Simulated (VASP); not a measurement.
# LiMg6Mo (R-3m) in VASP: further runs

Runs on LiMg6Mo. Level: PBE. Tasks: single point, relaxation of cell and atoms.

Everything below comes from runs of VASP 6.6.1. Logs are shortened: lines on timing, memory, paths and dates and some standing lists are left out, and cuts for length are marked.

### 1 The cell of the first run

Symmetry: R-3m, No. 166, trigonal system. The conventional cell has a = 7.870 Å, b = 7.870 Å, c = 10.762 Å, α = 90.00°, β = 90.00°, γ = 120.00°. Within 3.8 Å of Li (site symmetry -3m) lie 12 Mg at 2.90 to 3.56 Å. Within 3.7 Å of Mg (site symmetry m) lie 1 Mo at 2.80 Å and 2 Li at 2.90 to 3.56 Å and 5 Mg at 2.91 to 3.00 Å. Mo (site symmetry -3m) has 6 Mg at 2.80 Å within 3.7 Å.

### 2 Single point, PBE

Input file INCAR:

```
SYSTEM = LiMg6Mo
PREC     = Accurate       ! precision mode
ENCUT    = 520            ! plane-wave cutoff, eV
EDIFF    = 1E-6           ! SCF threshold, eV
ISMEAR   = 0              ! smearing method
SIGMA    = 0.1            ! smearing width, eV
LREAL    = .FALSE.        ! projectors in reciprocal space
LASPH    = .TRUE.         ! aspherical terms in the spheres
NELM     = 100            ! most SCF steps
ALGO     = Fast           ! electronic algorithm
ISIF     = 2              ! what is computed and relaxed
LWAVE    = .FALSE.        ! write WAVECAR
LCHARG   = .TRUE.         ! write CHGCAR
GGA      = PE             ! functional
LELF     = .TRUE.         ! ELF
LVHAR    = .TRUE.       
NBANDS   = 24             ! bands
```

Input file KPOINTS:

```
Automatic mesh
0
G
  6 6 6
  0 0 0
```

Input file POSCAR:

```
LiMg6Mo
1.0
    3.9348631475      2.2717942974      3.5873902221
   -3.9348631475      2.2717942974      3.5873902221
    0.0000000000     -4.5435885948      3.5873902221
Li Mg Mo
1 6 1
Direct
    0.5000000000      0.5000000000      0.5000000000
    0.3314411029      0.3314411029      0.9616575958
    0.9616575958      0.3314411029      0.3314411029
    0.3314411029      0.9616575958      0.3314411029
    0.0383424042      0.6685588971      0.6685588971
    0.6685588971      0.6685588971      0.0383424042
    0.6685588971      0.0383424042      0.6685588971
    0.0000000000      0.0000000000      0.0000000000
```

Potentials or basis: VASP PAW PBE potentials, release 64 (Li_sv, Mg, Mo_sv).

Started as:

```console
$ cat potpaw_PBE.64/Li_sv/POTCAR potpaw_PBE.64/Mg/POTCAR potpaw_PBE.64/Mo_sv/POTCAR > POTCAR
$ mpirun -np 1 vasp_std > vasp.out
```

OUTCAR:

```text
SYSTEM = LiMg6Mo
   PREC = Accurate
   ENCUT = 520
   EDIFF = 1E-6
   ISMEAR = 0
   LREAL = .FALSE.
   LASPH = .TRUE.
   NELM = 100
   ISIF = 2
   GGA = PE

 ion  position               nearest neighbor table
   1  0.500  0.500  0.500-   2 2.90   6 2.90   4 2.90   5 2.90   3 2.90   7 2.90
   2  0.331  0.331  0.962-   8 2.80   1 2.90   4 2.91   3 2.91   6 2.94   7 3.00   5 3.00
   3  0.962  0.331  0.331-   8 2.80   1 2.90   2 2.91   4 2.91   5 2.94   7 3.00   6 3.00
   4  0.331  0.962  0.331-   8 2.80   1 2.90   2 2.91   3 2.91   7 2.94   5 3.00   6 3.00
   5  0.038  0.669  0.669-   8 2.80   1 2.90   6 2.91   7 2.91   3 2.94   4 3.00   2 3.00
   6  0.669  0.669  0.038-   8 2.80   1 2.90   7 2.91   5 2.91   2 2.94   4 3.00   3 3.00
   7  0.669  0.038  0.669-   8 2.80   1 2.90   6 2.91   5 2.91   4 2.94   3 3.00   2 3.00
   8  0.000  0.000  0.000-   2 2.80   6 2.80   4 2.80   5 2.80   3 2.80   7 2.80

  LATTYP: Found a trigonal (rhomboedric) cell.
 ALAT       =     5.7890902502
 COS(alpha) =     0.0760071295

  Lattice vectors:

 A1 = (   3.9348631475,   2.2717942974,   3.5873902221)
 A2 = (  -3.9348631475,   2.2717942974,   3.5873902221)
 A3 = (   0.0000000000,  -4.5435885948,   3.5873902221)

Analysis of symmetry for initial positions (statically):
=====================================================================
 Subroutine PRICEL returns:
 Original cell was already a primitive cell.

 Routine SETGRP: Setting up the symmetry group for a
 trigonal (rhombohedral) supercell.

 Subroutine GETGRP returns: Found 12 space group operations
 (whereof 12 operations were pure point group operations)
 out of a pool of 12 trial point group operations.

The static configuration has the point symmetry D_3d.

Analysis of symmetry for dynamics (positions and initial velocities):
=====================================================================
 Subroutine PRICEL returns:
 Original cell was already a primitive cell.

 Routine SETGRP: Setting up the symmetry group for a
 trigonal (rhombohedral) supercell.

 Subroutine GETGRP returns: Found 12 space group operations
 (whereof 12 operations were pure point group operations)
 out of a pool of 12 trial point group operations.

The dynamic configuration has the point symmetry D_3d.

 Subroutine INISYM returns: Found 12 space group operations
 (whereof 12 operations are pure point group operations),
 and found     1 'primitive' translations

----------------------------------------------------------------------------------------

                                     Primitive cell

  volume of cell :     192.4104

  direct lattice vectors                    reciprocal lattice vectors
     3.934863148  2.271794297  3.587390222     0.127069222  0.073363450  0.092918058
    -3.934863148  2.271794297  3.587390222    -0.127069222  0.073363450  0.092918058
     0.000000000 -4.543588595  3.587390222     0.000000000 -0.146726899  0.092918058

  length of vectors
     5.789090250  5.789090250  5.789090250     0.173673684  0.173673684  0.173673684

  position of ions in fractional coordinates (direct lattice)
     0.500000000  0.500000000  0.500000000
     0.331441103  0.331441103  0.961657596
     0.961657596  0.331441103  0.331441103
     0.331441103  0.961657596  0.331441103
     0.038342404  0.668558897  0.668558897
     0.668558897  0.668558897  0.038342404
     0.668558897  0.038342404  0.668558897
     0.000000000  0.000000000  0.000000000

  ion indices of the primitive-cell ions
   primitive index   ion index
                 1           1
                 2           2
                 3           3
                 4           4
                 5           5
                 6           6
                 7           7
                 8           8

----------------------------------------------------------------------------------------

 KPOINTS: Automatic mesh

Automatic generation of k-mesh.
 Grid dimensions read from file:
 generate k-points for:    6    6    6

 Generating k-lattice:

  Cartesian coordinates                     Fractional coordinates (reciprocal lattice)
     0.021178204  0.012227242  0.015486343     0.166666667 -0.000000000  0.000000000
    -0.021178204  0.012227242  0.015486343    -0.000000000  0.166666667  0.000000000
     0.000000000 -0.024454483  0.015486343     0.000000000  0.000000000  0.166666667

  Length of vectors
     0.028945614  0.028945614  0.028945614

  Shift w.r.t. Gamma in fractional coordinates (k-lattice)
     0.000000000  0.000000000  0.000000000

 Subroutine IBZKPT returns following result:
 ===========================================

 Found     32 irreducible k-points:

 Following reciprocal coordinates:
            Coordinates               Weight
  0.000000  0.000000  0.000000      1.000000
  0.166667 -0.000000 -0.000000      6.000000
  0.333333 -0.000000 -0.000000      6.000000
  0.500000  0.000000 -0.000000      3.000000
  0.166667  0.166667 -0.000000      6.000000
  0.333333  0.166667 -0.000000     12.000000
[... 16 lines left out ...]
  0.500000  0.500000  0.166667      6.000000
 -0.333333  0.500000  0.166667     12.000000
 [... further k-points ...]
   k-points           NKPTS =     32   k-points in BZ     NKDIM =     32   number of bands    NBANDS=     24
   number of dos      NEDOS =    301   number of ions     NIONS =      8
   total plane-waves  NPLWV = 110592
   dimension x,y,z NGX =    48 NGY =   48 NGZ =   48
   dimension x,y,z NGXF=    96 NGYF=   96 NGZF=   96
   ions per type =               1   6   1
   NGX,Y,Z   is equivalent  to a cutoff of  13.78, 13.78, 13.78 a.u.
   NGXF,Y,Z  is equivalent  to a cutoff of  27.57, 27.57, 27.57 a.u.
 SYSTEM =  LiMg6Mo
   PREC   = accura    normal or accurate (medium, high low for compatibility)
   ISTART =      0    job   : 0-new  1-cont  2-samecut
   ICHARG =      2    charge: 1-file 2-atom 10-const
   ISPIN  =      1    spin polarized calculation?
   LNONCOLLINEAR =      F non collinear calculations
   LSORBIT =      F    spin-orbit coupling
   LASPH  =      T    aspherical Exc in radial PAW
   ENCUT  =  520.0 eV  38.22 Ry    6.18 a.u.  10.76 10.76 10.76*2*pi/ulx,y,z
   NELM   =    100;   NELMIN=  2; NELMDL= -5     # of ELM steps
   EDIFF  = 0.1E-05   stopping-criterion for ELM
   LREAL  =      F    real-space projection
   EDIFFG = 0.1E-04   stopping-criterion for IOM
   NSW    =      0    number of steps for IOM
   IBRION =     -1    ionic relax: 0-MD 1-quasi-New 2-CG
   NFREE  =      0    steps in history (QN), initial steepest desc. (CG)
   ISIF   =      2    stress and relaxation
   ISYM   =      2    0-nonsym 1-usesym 2-fastsym
   POTIM  = 0.5000    time-step for ionic-motion
   TEBEG  =    0.0;   TEEND  =   0.0 temperature during run
   PSTRESS=    0.0 pullay stress
   NELECT =      29.0000    total number of electrons
   NUPDOWN=      -1.0000    fix difference up-down
   EMIN   =  10.00;   EMAX   =-10.00  energy-range for DOS
   EFERMI =   0.00;   METHOD = LEGACY
   ISMEAR =     0;   SIGMA  =   0.10  broadening in eV -4-tet -1-fermi 0-gaus
   EFERMI_NEDOS =   21; number of points for ismear=-14 and -15
   IALGO  =     68    algorithm
   IMIX   =      4    mixing-type and parameters
     AMIX     =   0.40;   BMIX     =  1.00
     AMIX_MAG =   1.60;   BMIX_MAG =  1.00
  volume/ion in A,a.u.               =      24.05       162.31
  Fermi-wavevector in a.u.,A,eV,Ry     =   0.871227  1.646380 10.327318  0.759036
  Thomas-Fermi vector in A             =   1.990305
   LORBIT       =      0    0 simple, 1 ext, 2 COOP (PROOUT), +10 PAW based schemes
   GGA     = PE    functional components
   LHFCALC =     F    Hartree Fock is set to
   AEXX    =    0.0000 exact exchange contribution
   IVDW    =     0    specifies the selected vdW correction
   LEPSILON=     F    determine dielectric tensor
   LRPA    =     F    only Hartree local field effects (RPA)
 non-spin polarized calculation
 RMM-DIIS sequential band-by-band and
 Gauss-broadening in eV      SIGMA  =   0.10
  energy-cutoff  :      520.00
  volume of cell :      192.41
 maximum number of plane-waves:      5203
 NGX is ok and might be reduce to    48
   NGX = 21   NGY = 21   NGZ = 21

 number of electron      28.9999994 magnetization

 Free energy of the ion-electron system (eV)
  ---------------------------------------------------
  ext. energy  EPLUGINS =         0.00000000
  ---------------------------------------------------
  free energy    TOTEN  =       -16.63481958 eV

  energy without entropy =      -16.61038331  energy(sigma->0) =      -16.62260145

 E-fermi :   2.4182     XC(G=0):  -8.4126

 val. band max:        2.4096165953   @ k =   0.5000   0.5000  -0.0000
 cond. band min:       2.4188297890   @ k =  -0.1667   0.5000   0.1667
 fundamental gap:      0.0092131937
 Fermi energy:         2.4182338818

 k-point     1 :       0.0000    0.0000    0.0000
  band No.  band energies     occupation
      1     -57.9611      2.00000
      2     -44.1966      2.00000
      3     -32.1427      2.00000
      4     -32.1427      2.00000
      5     -31.9048      2.00000
      6      -3.6260      2.00000
[... 16 lines left out ...]
     23       5.3906      0.00000
     24       5.3910      0.00000

 k-point     2 :       0.1667   -0.0000   -0.0000
  band No.  band energies     occupation
      1     -57.9611      2.00000
      2     -44.1966      2.00000
      3     -32.1427      2.00000
      4     -32.1427      2.00000
      5     -31.9048      2.00000
      6      -3.5016      2.00000
[... 16 lines left out ...]
     23       5.6985      0.00000
     24       5.7283      0.00000

 k-point     3 :       0.3333   -0.0000   -0.0000
  band No.  band energies     occupation
      1     -57.9611      2.00000
      2     -44.1966      2.00000
      3     -32.1428      2.00000
      4     -32.1427      2.00000
      5     -31.9048      2.00000
      6      -3.1347      2.00000
[... 16 lines left out ...]
     23       6.0365      0.00000
     24       6.1341      0.00000
[... 514 lines left out ...]
 k-point    23 :       0.5000    0.5000    0.1667
  band No.  band energies     occupation
      1     -57.9611      2.00000
      2     -44.1966      2.00000
      3     -32.1428      2.00000
      4     -32.1428      2.00000
      5     -31.9049      2.00000
      6      -1.6766      2.00000
[... 16 lines left out ...]
     23       6.3153      0.00000
     24       7.1971      0.00000

 k-point    24 :      -0.3333    0.5000    0.1667
  band No.  band energies     occupation
      1     -57.9610      2.00000
      2     -44.1966      2.00000
      3     -32.1428      2.00000
      4     -32.1428      2.00000
      5     -31.9049      2.00000
      6      -2.0209      2.00000
[... 16 lines left out ...]
     23       6.0745      0.00000
     24       6.4025      0.00000

 [... further k-points ...]
[... 5 lines left out ...]
  --------------------------------------------------------------------------------------
  -------------------------------------------------------------------------------------
  Total       -0.0361009     -0.0361009     -0.0280551      0.0000000      0.0000000      0.0000000
  in kB       -0.3006074     -0.3006074     -0.2336112      0.0000000      0.0000000      0.0000000
  external PRESSURE =      -0.2782754 kB  Pullay stress =       0.0000000 kB

 VOLUME and BASIS-vectors are now :
 -----------------------------------------------------------------------------
  energy-cutoff  :      520.00
  volume of cell :      192.41
      direct lattice vectors                 reciprocal lattice vectors
     3.934863148  2.271794297  3.587390222     0.127069222  0.073363450  0.092918058
    -3.934863148  2.271794297  3.587390222    -0.127069222  0.073363450  0.092918058
     0.000000000 -4.543588595  3.587390222     0.000000000 -0.146726899  0.092918058

 POSITION                                       TOTAL-FORCE (eV/Angst)
 -----------------------------------------------------------------------------------
      0.00000      0.00000      5.38109        -0.000000     -0.000000      0.000000
      0.00000     -2.86344      5.82786        -0.000000      0.000615      0.001984
      2.47982      1.43172      5.82786        -0.000532     -0.000307      0.001984
     -2.47982      1.43172      5.82786         0.000532     -0.000307      0.001984
     -2.47982     -1.43172      4.93431         0.000532      0.000307     -0.001984
      0.00000      2.86344      4.93431        -0.000000     -0.000615     -0.001984
      2.47982     -1.43172      4.93431        -0.000532      0.000307     -0.001984
      0.00000      0.00000      0.00000        -0.000000     -0.000000      0.000000
 -----------------------------------------------------------------------------------
    total drift:                                0.000000      0.000000      0.000000

  FREE ENERGIE OF THE ION-ELECTRON SYSTEM (eV)
  ---------------------------------------------------
  free  energy   TOTEN  =       -16.6348195806 eV

  energy  without entropy=      -16.6103833111  energy(sigma->0) =      -16.62260145
```

It took 5.4 min on 1 thread of Oxide Virtual Turin-like, shared host; peak memory 0.38 GiB.

What came out:

```yaml
Free_energy: -16.6348 eV
Band_gap_on_the_k_mesh: zero (an odd number of electrons rules out a gap without spin polarisation)
```

Forces on the atoms (eV/Å):
```
Li   0.000  0.000  0.000
Mg   0.000  0.001  0.002
Mg  -0.001  0.000  0.002
Mg   0.001  0.000  0.002
Mg   0.001  0.000 -0.002
Mg   0.000 -0.001 -0.002
Mg  -0.001  0.000 -0.002
Mo   0.000  0.000  0.000
```

Levels at points of the mesh, in eV from the Fermi level:
```tsv
k point	band 10	band 11	band 12	band 13	band 14	band 15	band 16	band 17	band 18	band 19
(0.00, 0.00, 0.00)	-1.59	-1.55	-1.55	-0.61	-0.61	-0.01	0.56	0.56	1.99	2.54
(0.50, 0.00, 0.00)	-1.20	-1.18	-0.81	-0.72	-0.55	0.23	0.28	0.39	0.51	0.81
(0.50, 0.50, 0.00)	-1.07	-1.00	-0.91	-0.35	-0.15	-0.01	0.12	0.41	1.11	1.38
(0.50, 0.50, 0.50)	-2.44	-2.17	-2.17	-1.98	-0.37	-0.37	0.32	0.32	0.43	4.14
```

Caveat: the cutoff is under 1.25 times the usual one of these potentials, so pressure, stress and relaxed cells hold a basis-set (Pulay) error.

### 3 Relaxation of cell and atoms, PBE

This run uses another cell than the first one, of 24.45 Å³/atom.

Input file INCAR:

```
  PREC = Accurate
  ENCUT = 600
  EDIFF = 1E-7
  ISMEAR = 0
  SIGMA = 0.1
  LREAL = F
  LASPH = T
  NELM = 100
  ALGO = Fast
  ISIF = 3
  LWAVE = F
  LCHARG = F
  GGA = PE
  IBRION = 2
  NSW = 100
  EDIFFG = -0.01
```

Input file KPOINTS:

```
regular mesh
0
Gamma
  6 6 6
```

Input file POSCAR:

```
LiMg6Mo
1.0
    3.9921364132      2.3048610328      3.5430124007
   -3.9921364132      2.3048610328      3.5430124007
    0.0000000000     -4.6097220656      3.5430124007
Li Mg Mo
1 6 1
Direct
    0.5000000000      0.5000000000      0.5000000000
    0.3300070202      0.3300070202      0.9601101786
    0.9601101786      0.3300070202      0.3300070202
    0.3300070202      0.9601101786      0.3300070202
    0.0398898214      0.6699929798      0.6699929798
    0.6699929798      0.6699929798      0.0398898214
    0.6699929798      0.0398898214      0.6699929798
    0.0000000000      0.0000000000      0.0000000000
```

Potentials or basis: VASP PAW PBE potentials, release 64 (Li_sv, Mg, Mo_sv).

Started as:

```console
$ cat potpaw_PBE.64/Li_sv/POTCAR potpaw_PBE.64/Mg/POTCAR potpaw_PBE.64/Mo_sv/POTCAR > POTCAR
$ mpirun -np 1 vasp_std > vasp.out
```

It took 37 min on 1 thread of Oxide Virtual Turin-like, shared host; peak memory 0.43 GiB.

The run converged. Its results:

| Item | Value |
| --- | --- |
| Free energy | -16.6354 eV |
| Relaxed volume | 23.99 Å³/atom |
| Relaxed cell | a = 5.785 Å, b = 5.785 Å, c = 5.785 Å, α = 85.58°, β = 85.58°, γ = 85.58° |
| Space group after relaxing (to 0.1 Å) | R-3m (No. 166) |
| Energy gained by relaxing | 1.4 meV/atom |
| Ionic steps | 9 |
| Pressure after relaxing | 0.0 GPa |
| Largest force after relaxing | 0.008 eV/Å |
| Band gap on the k mesh | zero (an odd number of electrons rules out a gap without spin polarisation) |

Forces on the atoms (eV/Å):
```
Li   0.000  0.000  0.000
Mg   0.000 -0.007  0.004
Mg   0.006  0.003  0.004
Mg  -0.006  0.003  0.004
Mg  -0.006 -0.003 -0.004
Mg   0.000  0.007 -0.004
Mg   0.006 -0.003 -0.004
Mo   0.000  0.000  0.000
```

The path:
```csv
step,energy change (eV),largest force (eV/Å),pressure (GPa),volume (Å³)
1,0.0000,0.0373,-0.21,195.60
2,-0.0044,0.0209,-0.10,194.68
3,-0.0072,0.0661,0.09,193.25
4,-0.0091,0.0475,-0.02,193.37
5,-0.0099,0.0287,-0.15,193.52
6,-0.0110,0.0195,-0.05,192.59
7,-0.0112,0.0180,0.02,191.96
8,-0.0112,0.0181,0.03,191.91
9,-0.0114,0.0083,0.01,191.94
```

Final structure:
```yaml
crystal:
  lattice:
    - [3.92977, 2.26885, 3.58789]
    - [-3.92977, 2.26885, 3.58789]
    - [0.00000, -4.53771, 3.58789]
  atoms:
    - { symbol: Li, position: [0.50000, 0.50000, 0.50000] }
    - { symbol: Mg, position: [0.33159, 0.33159, 0.96150] }
    - { symbol: Mg, position: [0.96150, 0.33159, 0.33159] }
    - { symbol: Mg, position: [0.33159, 0.96150, 0.33159] }
    - { symbol: Mg, position: [0.03850, 0.66841, 0.66841] }
    - { symbol: Mg, position: [0.66841, 0.66841, 0.03850] }
    - { symbol: Mg, position: [0.66841, 0.03850, 0.66841] }
    - { symbol: Mo, position: [0.00000, 0.00000, 0.00000] }
```

Levels at points of the mesh, in eV from the Fermi level:
```csv
k point,band 12,band 13,band 14,band 15,band 16,band 17
"(0.00, 0.00, 0.00)",-1.55,-0.61,-0.61,-0.01,0.56,0.56
"(0.50, 0.00, 0.00)",-0.81,-0.72,-0.55,0.24,0.28,0.39
"(0.50, 0.50, 0.00)",-0.91,-0.36,-0.15,-0.01,0.12,0.41
"(0.50, 0.50, 0.50)",-2.17,-1.98,-0.37,-0.37,0.32,0.32
```

Caveat: the cutoff is under 1.25 times the usual one of these potentials, so pressure, stress and relaxed cells hold a basis-set (Pulay) error.
